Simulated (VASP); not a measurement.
Here is a VASP 6.6.1 calculation.

INCAR

```
SYSTEM = Li2O
PREC = Accurate
ENCUT = 750
EDIFF = 1E-6
ISMEAR = 0
SIGMA = 0.1
LREAL = .FALSE.
LASPH = .TRUE.
NELM = 120
ALGO = Normal
ISIF = 2
LWAVE = .FALSE.
LCHARG = .FALSE.
GGA = PE
NBANDS = 13
GGA_COMPAT = .FALSE.
```

The input KPOINTS:

```
Automatic mesh
0
Gamma
  2 2 2
  0.25 0.25 0.25
```

The input POSCAR:

```
Li2O
1.0
   -0.0634039820      2.1551230093      2.1551217512
    2.1551270268     -0.0634135079      2.1551312771
    2.1551302928      2.1551358012     -0.0634167739
Li O
2 1
Direct
    0.7679771866      0.7148946004      0.7443604549
    0.2755022337      0.2224252220      0.2518928969
    0.0217399279     -0.0313394882     -0.0018735186
```

Potentials or basis: VASP PAW PBE potentials, release 64 (Li_sv, O).

Command:

```console
$ cat potpaw_PBE.64/Li_sv/POTCAR potpaw_PBE.64/O/POTCAR > POTCAR
$ mpirun -np 1 vasp_std > vasp.out
```

(1) Estimate the pressure.

(2) What does it give for the band gap on the k mesh?

Answers

(1) 20.1 GPa.

(2) 6.12 eV, indirect (least direct gap 7.04 eV).

Caveat: the k points lie up to 1.23 Å⁻¹ apart.
